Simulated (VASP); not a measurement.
# ZnO (I4/mmm) in VASP: notebook

Runs on ZnO. Level: PBE. Tasks: single point, relaxation of cell and atoms.

Everything below comes from runs of VASP 6.6.1. Logs are shortened: lines on timing, memory, paths and dates and some standing lists are left out, and cuts for length are marked.

## (1) The cell of the first run

It takes space group I4/mmm (No. 139, tetragonal). The conventional cell has a = 3.937 Å, b = 3.937 Å, c = 6.931 Å, α = 90.00°, β = 90.00°, γ = 90.00°. Zn (site symmetry 4/mmm) has 2 O at 1.91 Å within 2.5 Å. Zn (site symmetry 4/mmm) has 2 O at 1.56 Å within 2.1 Å. Within 2.1 Å of O (site symmetry 4mm) lie 2 Zn at 1.56 to 1.91 Å.

## (2) Single point, PBE

INCAR

```
PREC     = Accurate       # precision mode
ENCUT    = 520            # plane-wave cutoff, eV
EDIFF    = 1E-7           # SCF threshold, eV
ISMEAR   = 0              # smearing method
SIGMA    = 0.1            # smearing width, eV
LREAL    = False          # projectors in reciprocal space
LASPH    = True           # aspherical terms in the spheres
NELM     = 80             # most SCF steps
ALGO     = Normal         # electronic algorithm
ISIF     = 2              # what is computed and relaxed
LWAVE    = False          # write WAVECAR
LCHARG   = False          # write CHGCAR
GGA      = PE             # functional
NBANDS   = 26             # bands
```

KPOINTS

```
Automatic mesh
0
Gamma
  6 6 6
```

POSCAR

```
ZnO
1.0
   -1.9687419200      1.9687419200      3.4654939800
    1.9687419200     -1.9687419200      3.4654939800
    1.9687419200      1.9687419200     -3.4654939800
Zn O
2 2
Direct
    0.0000000000      0.0000000000      0.0000000000
    0.5000000000      0.5000000000      0.0000000000
    0.2755139100      0.2755139100      0.0000000000
    0.7244860900      0.7244860900      0.0000000000
```

Potentials or basis: VASP PAW PBE potentials, release 64 (Zn, O).

Run with:

```
$ cat potpaw_PBE.64/Zn/POTCAR potpaw_PBE.64/O/POTCAR > POTCAR
$ mpirun -np 1 vasp_std > vasp.out
```

OUTCAR:

```text
PREC = Accurate
   ENCUT = 520
   EDIFF = 1E-7
   ISMEAR = 0
   LREAL = False
   LASPH = True
   NELM = 80
   ISIF = 2
   GGA = PE

 ion  position               nearest neighbor table
   1  0.000  0.000  0.000-   3 1.91   4 1.91   2 2.78   2 2.78   2 2.78   2 2.78
   2  0.500  0.500  0.000-   3 1.56   4 1.56   1 2.78   1 2.78   1 2.78   1 2.78
   3  0.276  0.276  0.000-   2 1.56   1 1.91
   4  0.724  0.724  0.000-   2 1.56   1 1.91

  LATTYP: Found a body centered tetragonal cell.
 ALAT       =     3.9374838400
 C/A-ratio  =     1.7602581348

  Lattice vectors:

 A1 = (  -1.9687419200,   1.9687419200,   3.4654939800)
 A2 = (   1.9687419200,  -1.9687419200,   3.4654939800)
 A3 = (   1.9687419200,   1.9687419200,  -3.4654939800)

Analysis of symmetry for initial positions (statically):
=====================================================================
 Subroutine PRICEL returns:
 Original cell was already a primitive cell.

 Routine SETGRP: Setting up the symmetry group for a
 body centered tetragonal supercell.

 Subroutine GETGRP returns: Found 16 space group operations
 (whereof 16 operations were pure point group operations)
 out of a pool of 16 trial point group operations.

The static configuration has the point symmetry D_4h.

Analysis of symmetry for dynamics (positions and initial velocities):
=====================================================================
 Subroutine PRICEL returns:
 Original cell was already a primitive cell.

 Routine SETGRP: Setting up the symmetry group for a
 body centered tetragonal supercell.

 Subroutine GETGRP returns: Found 16 space group operations
 (whereof 16 operations were pure point group operations)
 out of a pool of 16 trial point group operations.

The dynamic configuration has the point symmetry D_4h.

 Subroutine INISYM returns: Found 16 space group operations
 (whereof 16 operations are pure point group operations),
 and found     1 'primitive' translations

----------------------------------------------------------------------------------------

                                     Primitive cell

  volume of cell :      53.7283

  direct lattice vectors                    reciprocal lattice vectors
    -1.968741920  1.968741920  3.465493980     0.000000000  0.253969296  0.144279575
     1.968741920 -1.968741920  3.465493980     0.253969296  0.000000000  0.144279575
     1.968741920  1.968741920 -3.465493980     0.253969296  0.253969296  0.000000000

  length of vectors
     4.445395148  4.445395148  4.445395148     0.292090738  0.292090738  0.359166823

  position of ions in fractional coordinates (direct lattice)
     0.000000000  0.000000000  0.000000000
     0.500000000  0.500000000  0.000000000
     0.275513910  0.275513910  0.000000000
     0.724486090  0.724486090  0.000000000

  ion indices of the primitive-cell ions
   primitive index   ion index
                 1           1
                 2           2
                 3           3
                 4           4

----------------------------------------------------------------------------------------

 KPOINTS: Automatic mesh

Automatic generation of k-mesh.
 Grid dimensions read from file:
 generate k-points for:    6    6    6

 Generating k-lattice:

  Cartesian coordinates                     Fractional coordinates (reciprocal lattice)
     0.000000000  0.042328216  0.024046596     0.166666667  0.000000000  0.000000000
     0.042328216  0.000000000  0.024046596     0.000000000  0.166666667  0.000000000
     0.042328216  0.042328216  0.000000000     0.000000000  0.000000000  0.166666667

  Length of vectors
     0.048681790  0.048681790  0.059861137

  Shift w.r.t. Gamma in fractional coordinates (k-lattice)
     0.000000000  0.000000000  0.000000000

 Subroutine IBZKPT returns following result:
 ===========================================

 Found     30 irreducible k-points:

 Following reciprocal coordinates:
            Coordinates               Weight
  0.000000  0.000000  0.000000      1.000000
  0.166667  0.000000 -0.000000      8.000000
  0.333333  0.000000 -0.000000      8.000000
  0.500000  0.000000  0.000000      4.000000
  0.166667  0.166667 -0.000000      8.000000
  0.333333  0.166667 -0.000000     16.000000
[... 16 lines left out ...]
 -0.333333 -0.333333  0.166667      8.000000
 -0.166667 -0.333333  0.166667      8.000000
 [... further k-points ...]
   k-points           NKPTS =     30   k-points in BZ     NKDIM =     30   number of bands    NBANDS=     26
   number of dos      NEDOS =    301   number of ions     NIONS =      4
   total plane-waves  NPLWV =  46656
   dimension x,y,z NGX =    36 NGY =   36 NGZ =   36
   dimension x,y,z NGXF=    72 NGYF=   72 NGZF=   72
   ions per type =               2   2
   NGX,Y,Z   is equivalent  to a cutoff of  13.46, 13.46, 13.46 a.u.
   NGXF,Y,Z  is equivalent  to a cutoff of  26.93, 26.93, 26.93 a.u.
 SYSTEM =  unknown system
   PREC   = accura    normal or accurate (medium, high low for compatibility)
   ISTART =      0    job   : 0-new  1-cont  2-samecut
   ICHARG =      2    charge: 1-file 2-atom 10-const
   ISPIN  =      1    spin polarized calculation?
   LNONCOLLINEAR =      F non collinear calculations
   LSORBIT =      F    spin-orbit coupling
   LASPH  =      T    aspherical Exc in radial PAW
   ENCUT  =  520.0 eV  38.22 Ry    6.18 a.u.   8.27  8.27  8.27*2*pi/ulx,y,z
   NELM   =     80;   NELMIN=  2; NELMDL= -5     # of ELM steps
   EDIFF  = 0.1E-06   stopping-criterion for ELM
   LREAL  =      F    real-space projection
   EDIFFG = 0.1E-05   stopping-criterion for IOM
   NSW    =      0    number of steps for IOM
   IBRION =     -1    ionic relax: 0-MD 1-quasi-New 2-CG
   NFREE  =      0    steps in history (QN), initial steepest desc. (CG)
   ISIF   =      2    stress and relaxation
   ISYM   =      2    0-nonsym 1-usesym 2-fastsym
   POTIM  = 0.5000    time-step for ionic-motion
   TEBEG  =    0.0;   TEEND  =   0.0 temperature during run
   PSTRESS=    0.0 pullay stress
   NELECT =      36.0000    total number of electrons
   NUPDOWN=      -1.0000    fix difference up-down
   EMIN   =  10.00;   EMAX   =-10.00  energy-range for DOS
   EFERMI =   0.00;   METHOD = LEGACY
   ISMEAR =     0;   SIGMA  =   0.10  broadening in eV -4-tet -1-fermi 0-gaus
   EFERMI_NEDOS =   21; number of points for ismear=-14 and -15
   IALGO  =     38    algorithm
   IMIX   =      4    mixing-type and parameters
     AMIX     =   0.40;   BMIX     =  1.00
     AMIX_MAG =   1.60;   BMIX_MAG =  1.00
  volume/ion in A,a.u.               =      13.43        90.64
  Fermi-wavevector in a.u.,A,eV,Ry     =   1.432544  2.707116 27.921651  2.052183
  Thomas-Fermi vector in A             =   2.552160
   LORBIT       =      0    0 simple, 1 ext, 2 COOP (PROOUT), +10 PAW based schemes
   GGA     = PE    functional components
   LHFCALC =     F    Hartree Fock is set to
   AEXX    =    0.0000 exact exchange contribution
   IVDW    =     0    specifies the selected vdW correction
   LEPSILON=     F    determine dielectric tensor
   LRPA    =     F    only Hartree local field effects (RPA)
 non-spin polarized calculation
 Gauss-broadening in eV      SIGMA  =   0.10
  energy-cutoff  :      520.00
  volume of cell :       53.73
 maximum number of plane-waves:      1477
 NGX is ok and might be reduce to    36
   NGX = 17   NGY = 17   NGZ = 17

 number of electron      35.9999999 magnetization

 Free energy of the ion-electron system (eV)
  ---------------------------------------------------
  ext. energy  EPLUGINS =         0.00000000
  ---------------------------------------------------
  free energy    TOTEN  =       -12.10572124 eV

  energy without entropy =      -12.09874092  energy(sigma->0) =      -12.10223108

 E-fermi :   1.1428     XC(G=0): -10.3014

 val. band max:        1.1402858948   @ k =   0.5000   0.5000   0.3333
 cond. band min:       1.2341221994   @ k =   0.5000   0.5000   0.1667
 fundamental gap:      0.0938363046
 Fermi energy:         1.1427854599

 k-point     1 :       0.0000    0.0000    0.0000
  band No.  band energies     occupation
      1     -17.9777      2.00000
      2     -16.0261      2.00000
      3      -8.2740      2.00000
      4      -6.8698      2.00000
      5      -6.8698      2.00000
      6      -6.4614      2.00000
[... 18 lines left out ...]
     25      13.0816      0.00000
     26      14.7658      0.00000

 k-point     2 :       0.1667    0.0000   -0.0000
  band No.  band energies     occupation
      1     -17.8830      2.00000
      2     -16.1401      2.00000
      3      -8.1127      2.00000
      4      -6.8285      2.00000
      5      -6.8137      2.00000
      6      -6.4131      2.00000
[... 18 lines left out ...]
     25      13.2991      0.00000
     26      13.7022      0.00000

 k-point     3 :       0.3333    0.0000   -0.0000
  band No.  band energies     occupation
      1     -17.6466      2.00000
      2     -16.4141      2.00000
      3      -7.7132      2.00000
      4      -6.7137      2.00000
      5      -6.6871      2.00000
      6      -6.2714      2.00000
[... 18 lines left out ...]
     25      12.2950      0.00000
     26      13.2299      0.00000

 k-point     4 :       0.5000    0.0000    0.0000
  band No.  band energies     occupation
      1     -17.4786      2.00000
      2     -16.6002      2.00000
      3      -7.4309      2.00000
      4      -6.6132      2.00000
      5      -6.5808      2.00000
      6      -6.4099      2.00000
[... 18 lines left out ...]
     25      11.9171      0.00000
     26      12.9618      0.00000

 k-point     5 :       0.1667    0.1667   -0.0000
  band No.  band energies     occupation
      1     -17.7284      2.00000
      2     -16.3288      2.00000
      3      -7.7114      2.00000
      4      -6.8073      2.00000
      5      -6.6786      2.00000
      6      -6.4040      2.00000
[... 18 lines left out ...]
     25      13.8183      0.00000
     26      14.0019      0.00000

 k-point     6 :       0.3333    0.1667   -0.0000
  band No.  band energies     occupation
      1     -17.5088      2.00000
      2     -16.5607      2.00000
      3      -7.4055      2.00000
      4      -6.6987      2.00000
      5      -6.6005      2.00000
      6      -6.4051      2.00000
[... 427 lines left out ...]
 k-point    21 :      -0.3333    0.5000    0.1667
  band No.  band energies     occupation
      1     -17.4056      2.00000
      2     -16.6389      2.00000
      3      -8.0547      2.00000
      4      -6.7073      2.00000
      5      -6.5475      2.00000
      6      -6.2714      2.00000
[... 18 lines left out ...]
     25      14.1318      0.00000
     26      14.8914      0.00000

 k-point    22 :      -0.1667    0.5000    0.1667
  band No.  band energies     occupation
      1     -17.4299      2.00000
      2     -16.6496      2.00000
      3      -7.6899      2.00000
      4      -6.6190      2.00000
      5      -6.5892      2.00000
      6      -6.2573      2.00000
[... 18 lines left out ...]
     25      12.9996      0.00000
     26      13.6215      0.00000

 k-point    23 :      -0.3333   -0.3333    0.1667
  band No.  band energies     occupation
      1     -17.4269      2.00000
      2     -16.6587      2.00000
      3      -7.6752      2.00000
      4      -6.6024      2.00000
      5      -6.5991      2.00000
      6      -6.3724      2.00000
[... 18 lines left out ...]
     25      12.8275      0.00000
     26      14.9900      0.00000

 k-point    24 :      -0.1667   -0.3333    0.1667
  band No.  band energies     occupation
      1     -17.6098      2.00000
      2     -16.4824      2.00000
      3      -7.3983      2.00000
      4      -6.6581      2.00000
      5      -6.6554      2.00000
      6      -6.4051      2.00000
[... 18 lines left out ...]
     25      13.0028      0.00000
     26      14.3254      0.00000

 [... further k-points ...]
[... 5 lines left out ...]
  --------------------------------------------------------------------------------------
  -------------------------------------------------------------------------------------
  Total        4.6534180      4.6534180     16.3142457      0.0000000     -0.0000000      0.0000000
  in kB      138.7649976    138.7649976    486.4910595      0.0000000     -0.0000000      0.0000000
  external PRESSURE =     254.6736849 kB  Pullay stress =       0.0000000 kB

 VOLUME and BASIS-vectors are now :
 -----------------------------------------------------------------------------
  energy-cutoff  :      520.00
  volume of cell :       53.73
      direct lattice vectors                 reciprocal lattice vectors
    -1.968741920  1.968741920  3.465493980     0.000000000  0.253969296  0.144279575
     1.968741920 -1.968741920  3.465493980     0.253969296  0.000000000  0.144279575
     1.968741920  1.968741920 -3.465493980     0.253969296  0.253969296  0.000000000

 POSITION                                       TOTAL-FORCE (eV/Angst)
 -----------------------------------------------------------------------------------
      0.00000      0.00000      0.00000         0.000000      0.000000     -0.000000
      0.00000      0.00000      3.46549         0.000000      0.000000     -0.000000
      0.00000      0.00000      1.90958         0.000000      0.000000     -8.848494
      0.00000      0.00000      5.02140        -0.000000     -0.000000      8.848494
 -----------------------------------------------------------------------------------
    total drift:                                0.000000      0.000000     -0.000000

  FREE ENERGIE OF THE ION-ELECTRON SYSTEM (eV)
  ---------------------------------------------------
  free  energy   TOTEN  =       -12.1057212441 eV

  energy  without entropy=      -12.0987409177  energy(sigma->0) =      -12.10223108
```

Run time: 22 s. Hardware: 1 thread of Intel Xeon 6975P-C (Granite Rapids), shared host; peak memory 0.21 GiB.

Results:

| Property | Result |
| --- | --- |
| Free energy | -12.1057 eV |
| Pressure | 25.5 GPa |
| Largest force | 8.848 eV/Å |
| Band gap on the k mesh | zero (band 18 reaches 1.28 eV, above the bottom of band 19 at 0.21 eV) |

Forces in eV/Å, atoms in the order of the input:
```
Zn   0.000  0.000  0.000
Zn   0.000  0.000  0.000
O    0.000  0.000 -8.848
O    0.000  0.000  8.848
```

Caveat: the k points lie up to 0.38 Å⁻¹ apart; forces of over 1 eV/Å act on the atoms, so gaps and moduli don't describe the material at rest.

## (3) Relaxation of cell and atoms, PBE

INCAR

```
SYSTEM = ZnO
ALGO = Normal ; EDIFF = 1E-6
EDIFFG = -0.04 ; ENCUT = 600
GGA = PE ; IBRION = 2
ISIF = 3 ; ISMEAR = 0
LASPH = .TRUE. ; LCHARG = .FALSE.
LREAL = .FALSE. ; LWAVE = .FALSE.
NELM = 80 ; NSW = 90
PREC = Accurate ; SIGMA = 0.1
```

KPOINTS

```
k-points
0
G
  6 6 6
  0 0 0
```

POSCAR is that of step 2.

Potentials or basis: VASP PAW PBE potentials, release 64 (Zn, O).

Run with:

```
$ cat potpaw_PBE.64/Zn/POTCAR potpaw_PBE.64/O/POTCAR > POTCAR
$ mpirun -np 1 vasp_std > vasp.out
```

Run time: 4.1 min. Hardware: 1 thread of Intel Xeon 6975P-C (Granite Rapids), shared host; peak memory 0.22 GiB.

The run converged. Its results:

```
Free energy                            : -14.6494 eV
Relaxed volume                         : 20.57 Å³/atom
Relaxed cell                           : a = 4.886 Å, b = 4.886 Å, c = 4.886 Å, α = 120.17°, β = 120.17°, γ = 89.70°
Space group after relaxing (to 0.05 Å) : P4/mmm (No. 123)
Energy gained by relaxing              : 634.7 meV/atom
Ionic steps                            : 18
Pressure after relaxing                : -0.2 GPa
Largest force after relaxing           : 0.004 eV/Å
Band gap on the k mesh                 : 0.47 eV, indirect (least direct gap 1.12 eV)
```

Forces in eV/Å, atoms in the order of the input:
```
Zn   0.000  0.000  0.000
Zn   0.000  0.000  0.000
O    0.000  0.000  0.004
O    0.000  0.000 -0.004
```

The path:
```
step  energy change (eV)  largest force (eV/Å)  pressure (GPa)  volume (Å³)
   1              0.0000                8.8458           25.28        53.73
   2              0.5483                0.8507           -8.08        71.58
   3              0.0030                0.7616           -8.53        67.69
   4             -0.4853                0.7075           -7.92        64.50
   5             -1.2510                0.0890           -2.23        58.98
   6             -1.2950                1.9081            5.47        56.32
   7             -1.3322                0.8615            1.39        57.52
   8             -1.3337                1.0192            2.06        57.31
   9             -1.8826                1.9564           11.73        60.19
  10             -1.9005                1.2703            9.69        59.84
  11             -2.3060                0.6271            4.11        67.97
  12             -2.5197                0.2090           -0.93        79.77
  13             -2.5221                0.3300           -1.60        81.65
  14             -2.4179                0.2158            4.37        84.18
  15             -2.5378                0.2293           -0.15        82.36
  16             -2.5378                0.2265           -0.09        82.37
  17             -2.5375                0.2674           -0.13        82.19
  18             -2.5389                0.0045           -0.18        82.29
```

Final structure:
```yaml
crystal:
  lattice:
    - [-2.43689, 2.43689, 3.46419]
    - [2.43689, -2.43689, 3.46419]
    - [2.43689, 2.43689, -3.46419]
  atoms:
    - { symbol: Zn, position: [0.00000, 0.00000, 0.00000] }
    - { symbol: Zn, position: [0.50000, 0.50000, 0.00000] }
    - { symbol: O, position: [0.24998, 0.24998, 0.00000] }
    - { symbol: O, position: [0.75002, 0.75002, 0.00000] }
```

Levels at points of the mesh, in eV from the valence-band top:
| k point | band 15 | band 16 | band 17 | band 18 | band 19 | band 20 | band 21 | band 22 |
| --- | --- | --- | --- | --- | --- | --- | --- | --- |
| (0.00, 0.00, 0.00) | -1.29 | -1.29 | -0.64 | -0.64 | 0.47 | 4.51 | 4.51 | 9.21 |
| (0.50, 0.00, 0.00) | -1.23 | -1.23 | -1.13 | -1.13 | 3.62 | 3.62 | 6.92 | 6.92 |
| (0.50, 0.50, 0.00) | -2.83 | -1.15 | -0.83 | 0.00 | 2.85 | 2.88 | 4.55 | 7.18 |
| (0.50, 0.50, 0.50) | -2.39 | -2.39 | -0.07 | -0.07 | 5.16 | 5.64 | 6.33 | 6.33 |

Caveat: the volume moved by over 15 % at a fixed basis, so the end points are rough.
